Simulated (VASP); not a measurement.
Crystal: Na.

```
Na
1.0
     2.14000    2.14000    2.14000
    -2.14000    2.14000    2.14000
    -2.14000   -2.14000    2.14000
Na
1
Cartesian
  0.0000 0.0000 0.0000
```

| Item | Value |
| --- | --- |
| Program | VASP 6.6.1 |
| Task | relaxation of cell and atoms |
| Functional | PBE |
| Potentials or basis | VASP PAW PBE potentials, release 64 (Na_pv) |
| Cutoff | 600 eV |
| k mesh | 7 × 7 × 7 |
| Occupations | fermi-dirac, width 0.1 eV |
| Spin | no spin polarisation |

At the start: pressure -0.4 GPa; volume 39.20 Å³/atom.

Task: Where does the relaxation end?

Result: Over 3 steps the energy falls by 2.9 meV/atom and the volume is 37.06 Å³/atom (-5.5 %); space group Im-3m (No. 229, to 0.05 Å).

Step by step:
```tsv
step	energy change (eV)	largest force (eV/Å)	pressure (GPa)	volume (Å³)
1	0.0000	0.0000	-0.42	39.20
2	-0.0013	0.0000	-0.31	38.63
3	-0.0029	0.0000	-0.05	37.06
```

Final structure:
```
Na
1.0
     2.10034    2.10034    2.10034
    -2.10034    2.10034    2.10034
    -2.10034   -2.10034    2.10034
Na
1
Direct
  0.00000 0.00000 0.00000
```
